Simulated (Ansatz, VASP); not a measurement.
# WS2 in VASP and in Ansatz

The input INCAR:

```
SYSTEM = WS2
ALGO     = Normal         ! electronic algorithm
EDIFF    = 1E-7           ! SCF threshold, eV
ENCUT    = 520            ! plane-wave cutoff, eV
GGA      = PS             ! functional
ISIF     = 2              ! what is computed and relaxed
ISMEAR   = 0              ! smearing method
LASPH    = .True.         ! aspherical terms in the spheres
LCHARG   = .False.        ! write CHGCAR
LREAL    = .False.        ! projectors in reciprocal space
LWAVE    = .False.        ! write WAVECAR
NBANDS   = 35             ! bands
NELM     = 100            ! most SCF steps
PREC     = Accurate       ! precision mode
SIGMA    = 0.05           ! smearing width, eV
```

The input KPOINTS:

```
k-points
0
Gamma
  12 12 2
  0 0 0
```

POSCAR

```
WS2
1.0
    3.1462408358      0.0000000000      0.0000000000
   -1.5731204179      2.7247244902      0.0000000000
    0.0000000000      0.0000000000     12.6966546967
W S
2 4
Direct
    0.3333333333      0.6666666667      0.2500000000
    0.6666666667      0.3333333333      0.7500000000
    0.3333333333      0.6666666667      0.6265487320
    0.6666666667      0.3333333333      0.1265487320
    0.3333333333      0.6666666667      0.8734512680
    0.6666666667      0.3333333333      0.3734512680
```

Input for Ansatz:

```yaml
crystal:
  lattice:
    - [3.1462408358, 0.0, 0.0]
    - [-1.5731204179, 2.7247244902, 0.0]
    - [0.0, 0.0, 12.6966546967]
  atoms:
    - { symbol: W, position: [0.3333333333, 0.6666666667, 0.25] }
    - { symbol: W, position: [0.6666666667, 0.3333333333, 0.75] }
    - { symbol: S, position: [0.3333333333, 0.6666666667, 0.626548732] }
    - { symbol: S, position: [0.6666666667, 0.3333333333, 0.126548732] }
    - { symbol: S, position: [0.3333333333, 0.6666666667, 0.873451268] }
    - { symbol: S, position: [0.6666666667, 0.3333333333, 0.373451268] }
basis:
  ecutwfc: 420
kpoints:
  mp_grid: { grid: [12, 12, 2] }
hamiltonian:
  xc: pbesol
  pseudopotentials: { kind: paw, azcp: { folder: soft_1 } }
scf:
  occupations: { method: gaussian, width: 0.05 }
output:
  forces: true
  stress: true
  eigenvalues: true
  write_density: true
  write_potential: true
  elf: true
  volumetric_format: npy
```

Alike in both runs: task single point; functional PBEsol; k mesh 12 × 12 × 2; occupations gaussian, width 0.05 eV; no spin polarisation.

|  | VASP | Ansatz |
| --- | --- | --- |
| version | VASP 6.6.1 | Ansatz 0.2.0 |
| potentials or method | VASP PAW PBE potentials, release 64 (W_sv, S), cutoff 520 eV | scalar-relativistic, plane waves, PAW |
| valence electrons in the cell | 52 | 52 |

```tsv
	VASP	Ansatz	Ansatz less VASP
gap on the k mesh at the Fermi level (eV)	1.12	1.10	-0.015
least direct gap on the mesh (eV)	1.87	1.86	-0.003
pressure (GPa)	0.1	0.0	-0.10
rms of the force components (eV/Å)	0.011	0.002	-0.0093
```

VASP's potentials were made for PBE, not for PBEsol, and Ansatz warns of the same on its side. Atom by atom the forces differ by 0.009 eV/Å (rms over components).

Neither program's run includes spin-orbit coupling.
